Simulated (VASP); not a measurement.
# ZrS2 (P-3m1) in VASP: further runs

The runs below take ZrS2 through single point, with r2SCAN, PBE.

Everything below comes from runs of VASP 6.6.1. Logs are shortened: lines on timing, memory, paths and dates and some standing lists are left out, and cuts for length are marked.

**1. The cell of the first run**

It takes space group P-3m1 (No. 164, trigonal). Conventional cell: a = 3.674 Å, b = 3.674 Å, c = 5.857 Å, α = 90.00°, β = 90.00°, γ = 120.00°. Within 3.4 Å of Zr (site symmetry -3m) lie 6 S at 2.57 Å. S (site symmetry 3m) has 3 Zr at 2.57 Å within 3.4 Å.

**2. Single point, r2SCAN**

POSCAR reads:

```
ZrS2
1.0
    3.6743619249      0.0000000000      0.0000000000
   -1.8371809625      3.1820907696      0.0000000000
    0.0000000000      0.0000000000      5.8571358083
Zr S
1 2
Direct
    0.0000000000      0.0000000000      0.0000000000
    0.6666666667      0.3333333333      0.7537648221
    0.3333333333      0.6666666667      0.2462351779
```

INCAR.step1 reads:

```
  PREC = Accurate
  ENCUT = 550
  ISMEAR = 0
  SIGMA = 0.01
  LREAL = F
  LASPH = T
  NELM = 120
  NBANDS = 19
  GGA = PE
  ALGO = Normal
  EDIFF = 1E-5
  LWAVE = T
  LCHARG = F
  GGA_COMPAT = F
```

INCAR.step2 reads:

```
  PREC = Accurate
  ENCUT = 550
  EDIFF = 1E-6
  ISMEAR = 0
  SIGMA = 0.01
  LREAL = F
  LASPH = T
  NELM = 120
  ALGO = Normal
  ISIF = 2
  LWAVE = F
  LCHARG = T
  METAGGA = R2SCAN
  LMIXTAU = T
  LELF = T
  LVHAR = T
  NBANDS = 19
  ISTART = 1
  GGA_COMPAT = F
```

KPOINTS reads:

```
Automatic mesh
0
Gamma
  6 6 2
```

Potentials or basis: VASP PAW PBE potentials, release 64 (Zr_sv, S).

Command:

```console
$ cat potpaw_PBE.64/Zr_sv/POTCAR potpaw_PBE.64/S/POTCAR > POTCAR
$ cp INCAR.step1 INCAR
$ mpirun -np 1 vasp_std > vasp.out
$ cp INCAR.step2 INCAR
$ mpirun -np 1 vasp_std > vasp.out
```

OUTCAR:

```text
PREC = Accurate
   ENCUT = 550
   EDIFF = 1E-6
   ISMEAR = 0
   LREAL = F
   LASPH = T
   NELM = 120
   ISIF = 2
   METAGGA = R2SCAN
   ISTART = 1

 ion  position               nearest neighbor table
   1  0.000  0.000  0.000-   2 2.57   3 2.57   3 2.57   2 2.57   2 2.57   3 2.57
   2  0.667  0.333  0.754-   1 2.57   1 2.57   1 2.57
   3  0.333  0.667  0.246-   1 2.57   1 2.57   1 2.57

  LATTYP: Found a hexagonal cell.
 ALAT       =     3.6743619249
 C/A-ratio  =     1.5940552205

  Lattice vectors:

 A1 = (   3.6743619249,   0.0000000000,   0.0000000000)
 A2 = (  -1.8371809625,   3.1820907696,   0.0000000000)
 A3 = (   0.0000000000,   0.0000000000,   5.8571358083)

Analysis of symmetry for initial positions (statically):
=====================================================================
 Subroutine PRICEL returns:
 Original cell was already a primitive cell.

 Routine SETGRP: Setting up the symmetry group for a
 hexagonal supercell.

 Subroutine GETGRP returns: Found 12 space group operations
 (whereof 12 operations were pure point group operations)
 out of a pool of 24 trial point group operations.

The static configuration has the point symmetry D_3d.

Analysis of symmetry for dynamics (positions and initial velocities):
=====================================================================
 Subroutine PRICEL returns:
 Original cell was already a primitive cell.

 Routine SETGRP: Setting up the symmetry group for a
 hexagonal supercell.

 Subroutine GETGRP returns: Found 12 space group operations
 (whereof 12 operations were pure point group operations)
 out of a pool of 24 trial point group operations.

The dynamic configuration has the point symmetry D_3d.

 Subroutine INISYM returns: Found 12 space group operations
 (whereof 12 operations are pure point group operations),
 and found     1 'primitive' translations

----------------------------------------------------------------------------------------

                                     Primitive cell

  volume of cell :      68.4825

  direct lattice vectors                    reciprocal lattice vectors
     3.674361925  0.000000000  0.000000000     0.272156097  0.157129396  0.000000000
    -1.837180962  3.182090770  0.000000000     0.000000000  0.314258792  0.000000000
     0.000000000  0.000000000  5.857135808     0.000000000  0.000000000  0.170731913

  length of vectors
     3.674361925  3.674361925  5.857135808     0.314258792  0.314258792  0.170731913

  position of ions in fractional coordinates (direct lattice)
     0.000000000  0.000000000  0.000000000
     0.666666667  0.333333333  0.753764822
     0.333333333  0.666666667  0.246235178

  ion indices of the primitive-cell ions
   primitive index   ion index
                 1           1
                 2           2
                 3           3

----------------------------------------------------------------------------------------

 KPOINTS: Automatic mesh

Automatic generation of k-mesh.
 Grid dimensions read from file:
 generate k-points for:    6    6    2

 Generating k-lattice:

  Cartesian coordinates                     Fractional coordinates (reciprocal lattice)
     0.045359349  0.026188233  0.000000000     0.166666667 -0.000000000  0.000000000
     0.000000000  0.052376465  0.000000000     0.000000000  0.166666667  0.000000000
     0.000000000  0.000000000  0.085365956     0.000000000  0.000000000  0.500000000

  Length of vectors
     0.052376465  0.052376465  0.085365956

  Shift w.r.t. Gamma in fractional coordinates (k-lattice)
     0.000000000  0.000000000  0.000000000

 Subroutine IBZKPT returns following result:
 ===========================================

 Found     14 irreducible k-points:

 Following reciprocal coordinates:
            Coordinates               Weight
  0.000000  0.000000  0.000000      1.000000
  0.166667 -0.000000  0.000000      6.000000
  0.333333 -0.000000  0.000000      6.000000
  0.500000 -0.000000  0.000000      3.000000
  0.166667  0.166667  0.000000      6.000000
  0.333333  0.166667  0.000000     12.000000
  0.333333  0.333333  0.000000      2.000000
  0.000000  0.000000  0.500000      1.000000
  0.166667 -0.000000  0.500000      6.000000
  0.333333 -0.000000  0.500000      6.000000
  0.500000 -0.000000  0.500000      3.000000
  0.166667  0.166667  0.500000      6.000000
  0.333333  0.166667  0.500000     12.000000
  0.333333  0.333333  0.500000      2.000000
   k-points           NKPTS =     14   k-points in BZ     NKDIM =     14   number of bands    NBANDS=     19
   number of dos      NEDOS =    301   number of ions     NIONS =      3
   total plane-waves  NPLWV =  37632
   dimension x,y,z NGX =    28 NGY =   28 NGZ =   48
   dimension x,y,z NGXF=    56 NGYF=   56 NGZF=   96
   ions per type =               1   2
   NGX,Y,Z   is equivalent  to a cutoff of  12.67, 12.67, 13.62 a.u.
   NGXF,Y,Z  is equivalent  to a cutoff of  25.34, 25.34, 27.25 a.u.
 SYSTEM =  unknown system
   PREC   = accura    normal or accurate (medium, high low for compatibility)
   ISTART =      1    job   : 0-new  1-cont  2-samecut
   ICHARG =      0    charge: 1-file 2-atom 10-const
   ISPIN  =      1    spin polarized calculation?
   LNONCOLLINEAR =      F non collinear calculations
   LSORBIT =      F    spin-orbit coupling
   LASPH  =      T    aspherical Exc in radial PAW
   ENCUT  =  550.0 eV  40.42 Ry    6.36 a.u.   7.03  7.03 11.20*2*pi/ulx,y,z
   NELM   =    120;   NELMIN=  2; NELMDL=  0     # of ELM steps
   EDIFF  = 0.1E-05   stopping-criterion for ELM
   LREAL  =      F    real-space projection
   EDIFFG = 0.1E-04   stopping-criterion for IOM
   NSW    =      0    number of steps for IOM
   IBRION =     -1    ionic relax: 0-MD 1-quasi-New 2-CG
   NFREE  =      0    steps in history (QN), initial steepest desc. (CG)
   ISIF   =      2    stress and relaxation
   ISYM   =      2    0-nonsym 1-usesym 2-fastsym
   POTIM  = 0.5000    time-step for ionic-motion
   TEBEG  =    0.0;   TEEND  =   0.0 temperature during run
   PSTRESS=    0.0 pullay stress
   NELECT =      24.0000    total number of electrons
   NUPDOWN=      -1.0000    fix difference up-down
   EMIN   =  10.00;   EMAX   =-10.00  energy-range for DOS
   EFERMI =   0.00;   METHOD = LEGACY
   ISMEAR =     0;   SIGMA  =   0.01  broadening in eV -4-tet -1-fermi 0-gaus
   EFERMI_NEDOS =   21; number of points for ismear=-14 and -15
   IALGO  =     38    algorithm
   IMIX   =      4    mixing-type and parameters
     AMIX     =   0.40;   BMIX     =  1.00
     AMIX_MAG =   1.60;   BMIX_MAG =  1.00
  volume/ion in A,a.u.               =      22.83       154.05
  Fermi-wavevector in a.u.,A,eV,Ry     =   1.154211  2.181143 18.125731  1.332204
  Thomas-Fermi vector in A             =   2.290849
   LORBIT       =      0    0 simple, 1 ext, 2 COOP (PROOUT), +10 PAW based schemes
   METAGGA = R2SCAN    functional components
   LHFCALC =     F    Hartree Fock is set to
   AEXX    =    0.0000 exact exchange contribution
   IVDW    =     0    specifies the selected vdW correction
   LEPSILON=     F    determine dielectric tensor
   LRPA    =     F    only Hartree local field effects (RPA)
 non-spin polarized calculation
 Gauss-broadening in eV      SIGMA  =   0.01
  energy-cutoff  :      550.00
  volume of cell :       68.48
 maximum number of plane-waves:      2034
   NGX = 15   NGY = 15   NGZ = 23

 number of electron      23.9999999 magnetization

 Free energy of the ion-electron system (eV)
  ---------------------------------------------------
  ext. energy  EPLUGINS =         0.00000000
  ---------------------------------------------------
  free energy    TOTEN  =       -44.13944285 eV

  energy without entropy =      -44.13944285  energy(sigma->0) =      -44.13944285

 E-fermi :   4.6536     XC(G=0): -10.0946

 val. band max:        4.4459196717   @ k =   0.0000   0.0000   0.0000
 cond. band min:       5.6332979757   @ k =   0.5000  -0.0000   0.5000
 fundamental gap:      1.1873783040
 Fermi energy:         4.6536412517

 k-point     1 :       0.0000    0.0000    0.0000
  band No.  band energies     occupation
      1     -46.2873      2.00000
      2     -23.6456      2.00000
      3     -23.4869      2.00000
      4     -23.4869      2.00000
      5      -8.8639      2.00000
      6      -7.3063      2.00000
[... 11 lines left out ...]
     18      10.7613      0.00000
     19      11.0367      0.00000

 k-point     2 :       0.1667   -0.0000    0.0000
  band No.  band energies     occupation
      1     -46.2824      2.00000
      2     -23.6305      2.00000
      3     -23.5553      2.00000
      4     -23.5014      2.00000
      5      -8.5812      2.00000
      6      -7.3866      2.00000
[... 11 lines left out ...]
     18      12.0222      0.00000
     19      12.4543      0.00000

 k-point     3 :       0.3333   -0.0000    0.0000
  band No.  band energies     occupation
      1     -46.2726      2.00000
      2     -23.6903      2.00000
      3     -23.5985      2.00000
      4     -23.5303      2.00000
      5      -7.9965      2.00000
      6      -7.4985      2.00000
[... 11 lines left out ...]
     18      12.5306      0.00000
     19      13.2611      0.00000

 k-point     4 :       0.5000   -0.0000    0.0000
  band No.  band energies     occupation
      1     -46.2677      2.00000
      2     -23.7556      2.00000
      3     -23.5830      2.00000
      4     -23.5447      2.00000
      5      -7.8238      2.00000
      6      -7.3832      2.00000
[... 11 lines left out ...]
     18      11.7097      0.00000
     19      13.0862      0.00000

 k-point     5 :       0.1667    0.1667    0.0000
  band No.  band energies     occupation
      1     -46.2750      2.00000
      2     -23.6431      2.00000
      3     -23.6079      2.00000
      4     -23.5360      2.00000
      5      -8.1266      2.00000
      6      -7.4974      2.00000
[... 11 lines left out ...]
     18      13.4107      0.00000
     19      13.8346      0.00000

 k-point     6 :       0.3333    0.1667    0.0000
  band No.  band energies     occupation
      1     -46.2677      2.00000
      2     -23.7202      2.00000
      3     -23.5867      2.00000
      4     -23.5779      2.00000
      5      -7.7199      2.00000
      6      -7.4918      2.00000
[... 11 lines left out ...]
     18      12.8277      0.00000
     19      13.3316      0.00000

 k-point     7 :       0.3333    0.3333    0.0000
  band No.  band energies     occupation
      1     -46.2652      2.00000
      2     -23.6710      2.00000
      3     -23.6710      2.00000
      4     -23.5763      2.00000
      5      -7.5292      2.00000
      6      -7.5292      2.00000
[... 11 lines left out ...]
     18      12.6906      0.00000
     19      14.7503      0.00000

 k-point     8 :       0.0000    0.0000    0.5000
  band No.  band energies     occupation
      1     -46.2873      2.00000
      2     -23.6463      2.00000
      3     -23.4868      2.00000
      4     -23.4868      2.00000
      5      -8.5830      2.00000
      6      -7.7275      2.00000
[... 11 lines left out ...]
     18      11.2896      0.00000
     19      12.8155      0.00000

 k-point     9 :       0.1667   -0.0000    0.5000
  band No.  band energies     occupation
      1     -46.2824      2.00000
      2     -23.6310      2.00000
      3     -23.5552      2.00000
      4     -23.5014      2.00000
      5      -8.3134      2.00000
      6      -7.7407      2.00000
[... 11 lines left out ...]
     18      12.4891      0.00000
     19      13.3901      0.00000

 k-point    10 :       0.3333   -0.0000    0.5000
  band No.  band energies     occupation
      1     -46.2726      2.00000
      2     -23.6902      2.00000
      3     -23.5988      2.00000
      4     -23.5303      2.00000
      5      -7.9231      2.00000
      6      -7.5719      2.00000
[... 11 lines left out ...]
     18      11.6861      0.00000
     19      12.7607      0.00000

 k-point    11 :       0.5000   -0.0000    0.5000
  band No.  band energies     occupation
      1     -46.2677      2.00000
      2     -23.7554      2.00000
      3     -23.5833      2.00000
      4     -23.5447      2.00000
      5      -7.9198      2.00000
      6      -7.2590      2.00000
[... 11 lines left out ...]
     18      11.2558      0.00000
     19      12.3047      0.00000

 k-point    12 :       0.1667    0.1667    0.5000
  band No.  band energies     occupation
      1     -46.2750      2.00000
      2     -23.6430      2.00000
      3     -23.6083      2.00000
      4     -23.5359      2.00000
      5      -7.8971      2.00000
      6      -7.7492      2.00000
[... 11 lines left out ...]
     18      13.4546      0.00000
     19      13.5444      0.00000

 k-point    13 :       0.3333    0.1667    0.5000
  band No.  band energies     occupation
      1     -46.2677      2.00000
      2     -23.7201      2.00000
      3     -23.5868      2.00000
      4     -23.5780      2.00000
      5      -7.7822      2.00000
      6      -7.4199      2.00000
[... 11 lines left out ...]
     18      12.0377      0.00000
     19      13.0804      0.00000

 k-point    14 :       0.3333    0.3333    0.5000
  band No.  band energies     occupation
      1     -46.2652      2.00000
      2     -23.6709      2.00000
      3     -23.6709      2.00000
      4     -23.5766      2.00000
      5      -7.5328      2.00000
      6      -7.5328      2.00000
[... 11 lines left out ...]
     18      13.1015      0.00000
     19      13.6704      0.00000

------------------------ aborting loop because EDIFF is reached ----------------------------------------

  FORCE on cell =-STRESS in cart. coord.  units (eV):
  Direction    XX          YY          ZZ          XY          YZ          ZX
  --------------------------------------------------------------------------------------
  -------------------------------------------------------------------------------------
  Total        0.4138675      0.4138675      0.3894498     -0.0000000      0.0000000      0.0000000
  in kB        9.6826037      9.6826037      9.1113395     -0.0000000      0.0000000      0.0000000
  external PRESSURE =       9.4921823 kB  Pullay stress =       0.0000000 kB

 VOLUME and BASIS-vectors are now :
 -----------------------------------------------------------------------------
  energy-cutoff  :      550.00
  volume of cell :       68.48
      direct lattice vectors                 reciprocal lattice vectors
     3.674361925  0.000000000  0.000000000     0.272156097  0.157129396  0.000000000
    -1.837180962  3.182090770  0.000000000     0.000000000  0.314258792  0.000000000
     0.000000000  0.000000000  5.857135808     0.000000000  0.000000000  0.170731913

 POSITION                                       TOTAL-FORCE (eV/Angst)
 -----------------------------------------------------------------------------------
      0.00000      0.00000      0.00000        -0.000000      0.000000      0.000000
      1.83718      1.06070      4.41490         0.000000      0.000000      0.047754
     -0.00000      2.12139      1.44223        -0.000000      0.000000     -0.047754
 -----------------------------------------------------------------------------------
    total drift:                                0.000000     -0.000000      0.000000

  FREE ENERGIE OF THE ION-ELECTRON SYSTEM (eV)
  ---------------------------------------------------
  free  energy   TOTEN  =       -44.1394428483 eV

  energy  without entropy=      -44.1394428483  energy(sigma->0) =      -44.13944285
```

It took 2.4 min on 1 thread of Intel Xeon 8259CL, shared host; peak memory 0.2 GiB.

What came out:

```yaml
Free_energy: -44.1394 eV
Pressure: 0.9 GPa
Largest_force: 0.048 eV/Å
Band_gap_on_the_k_mesh: 1.19 eV (least direct gap 1.81 eV)
```

Forces on the atoms (eV/Å):
```
Zr   0.000  0.000  0.000
S    0.000  0.000  0.048
S    0.000  0.000 -0.048
```

Caveat: the k points lie up to 0.54 Å⁻¹ apart; the PAW data sets were made with another functional, which shifts forces and pressure a little.

**3. Single point, PBE**

INCAR reads:

```
ALGO     = Normal         # electronic algorithm
EDIFF    = 1E-6           # SCF threshold, eV
ENCUT    = 500            # plane-wave cutoff, eV
GGA      = PE             # functional
GGA_COMPAT= F            
ISIF     = 2              # what is computed and relaxed
ISMEAR   = 0              # smearing method
LASPH    = T              # aspherical terms in the spheres
LCHARG   = F              # write CHGCAR
LREAL    = F              # projectors in reciprocal space
LWAVE    = F              # write WAVECAR
NBANDS   = 19             # bands
NELM     = 120            # most SCF steps
PREC     = Accurate       # precision mode
SIGMA    = 0.01           # smearing width, eV
```

KPOINTS reads:

```
k-points
0
Gamma
  6 6 4
```

POSCAR is that of step 2.

Potentials or basis: VASP PAW PBE potentials, release 64 (Zr_sv, S).

Command:

```console
$ cat potpaw_PBE.64/Zr_sv/POTCAR potpaw_PBE.64/S/POTCAR > POTCAR
$ mpirun -np 1 vasp_std > vasp.out
```

Run time: 57 s. Hardware: 1 thread of Intel Xeon 8259CL, shared host; peak memory 0.19 GiB.

The run converged. Its results:

```
Free energy            : -21.3976 eV
Pressure               : 1.3 GPa
Largest force          : 0.037 eV/Å
Band gap on the k mesh : 0.88 eV (least direct gap 1.50 eV)
```

Forces on the atoms (eV/Å):
```
Zr   0.000  0.000  0.000
S    0.000  0.000 -0.037
S    0.000  0.000  0.037
```

Stress tensor (GPa, compression positive):
```
1.04 0.00 0.00
0.00 1.04 0.00
0.00 0.00 1.95
```

Levels at points of the mesh, in eV from the valence-band top:
```csv
k point,band 8,band 9,band 10,band 11,band 12,band 13,band 14,band 15,band 16,band 17
"(0.00, 0.00, 0.00)",-2.88,-2.88,-0.17,-0.17,0.00,1.50,1.50,2.31,4.85,4.85
"(0.50, 0.00, 0.00)",-2.62,-2.54,-2.52,-1.89,-1.31,1.06,3.19,3.47,5.67,5.86
"(0.00, 0.00, 0.50)",-2.83,-2.83,-1.82,-0.31,-0.31,1.46,1.46,2.64,5.25,5.25
"(0.50, 0.00, 0.50)",-3.28,-2.70,-2.32,-1.03,-0.81,0.88,3.18,3.47,5.15,5.72
```

Caveat: this functional lacks dispersion, which binds the layers, so the pressure and a relaxed spacing across them are unreliable.
